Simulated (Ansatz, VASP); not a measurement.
One calculation of Ni, two programs

```xyz
7
Lattice="2.4488 0.0000 0.0000 -1.2244 2.1207 0.0000 0.0000 0.0000 26.9967" Properties=species:S:1:pos:R:3 pbc="T T T"
Ni    1.2244    0.7069    7.5000
Ni    0.0000    1.4138    9.4994
Ni    0.0000    0.0000   11.4989
Ni    1.2244    0.7069   13.4983
Ni    0.0000    1.4138   15.4978
Ni    0.0000    0.0000   17.4972
Ni    1.2244    0.7069   19.4967
```

Alike in both runs: task single point; functional PBEsol; k mesh 15 × 15 × 1; occupations gaussian, width 0.1 eV; collinear spin.

|  | VASP | Ansatz |
| --- | --- | --- |
| version | VASP 6.6.1 | Ansatz 0.2.0 |
| potentials or method | VASP PAW PBE potentials, release 64 (Ni), cutoff 520 eV | scalar-relativistic, plane waves, PAW |
| valence electrons in the cell | 70 | 126 |

VASP gave:

- gap on the k mesh at the Fermi level (eV): none
- rms of the force components (eV/Å): 0.072
- net moment per atom (μB): 0.66
- size of the moment on the site where the two differ most (μB): 0.69

**Question.** Which values does Ansatz return?

**Answer.** gap on the k mesh at the Fermi level (eV): none; rms of the force components (eV/Å): 0.073; net moment per atom (μB): 0.67; size of the moment on the site where the two differ most (μB): 0.73.

VASP's potentials were made for PBE, not for PBEsol. Site moments also hang on the region over which each program counts them. Atom by atom the forces differ by 0.001 eV/Å (rms over components). A gap of «none» marks a metal or a gap that the smearing closes. The functional is the same, so the differences come from potentials, cutoffs and numerics. VASP's potentials hold 70 valence electrons a cell and Ansatz's 126, so a difference there can come from the potentials and not from the codes. Ansatz's warnings: xc potential rough in thin density.
